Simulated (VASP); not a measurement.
# Ni: single point with PBE

The system is Ni.

```
Ni
1.0
    -1.79050   -1.79050   -3.58100
     1.79050   -1.79050    0.00000
    -1.79050   -1.79050    0.00000
Ni
2
Direct
  0.00000 0.00000 0.00000
  0.50000 0.50000 0.00000
```

- Program: VASP 6.6.1
- Task: single point
- Functional: PBE
- Potentials or basis: VASP PAW PBE potentials, release 64 (Ni)
- Cutoff: 520 eV
- k mesh: 9 × 12 × 15
- Occupations: fermi-dirac, width 0.1 eV
- Spin: collinear spin
- Starting moments: [0.0, 2.0] μB
- Dipole correction: no
- Further INCAR settings: ALGO = Normal; EDIFF = 1e-06; NBANDS = 21; ISYM = 0

```json
{"Pressure": "-8.6 GPa", "Net moment": "1.27 μB per cell", "Site moments": "Ni +0.65 μB", "Valence electrons inside the program's atomic spheres": "Ni 9.22"}
```

Stress tensor (GPa, compression positive):
```
-8.61 -0.06  0.00
-0.06 -8.61  0.00
 0.00  0.00 -8.73
```

Levels at points of the mesh, in eV from the Fermi level:
Spin up:
```tsv
k point	band 8	band 9	band 10	band 11	band 12	band 13	band 14	band 15
(0.00, 0.00, 0.00)	-1.21	-0.56	-0.49	-0.48	2.43	8.75	14.34	14.34
(0.00, 0.50, 0.00)	-1.61	-1.33	-1.33	0.87	0.87	11.09	11.09	12.40
```
Spin down:
| k point | band 7 | band 8 | band 9 | band 10 | band 11 | band 12 | band 13 | band 14 |
| --- | --- | --- | --- | --- | --- | --- | --- | --- |
| (0.00, 0.00, 0.00) | -0.60 | -0.60 | 0.07 | 0.37 | 0.37 | 2.38 | 9.00 | 14.35 |
| (0.00, 0.50, 0.00) | -1.03 | -1.03 | -0.52 | -0.52 | 1.44 | 1.44 | 11.26 | 11.26 |

Wall time 23 min on 1 thread of Oxide Virtual Turin-like Processor (shared host), peak memory 0.54 GiB.

Caveat: the cell stands under tension.
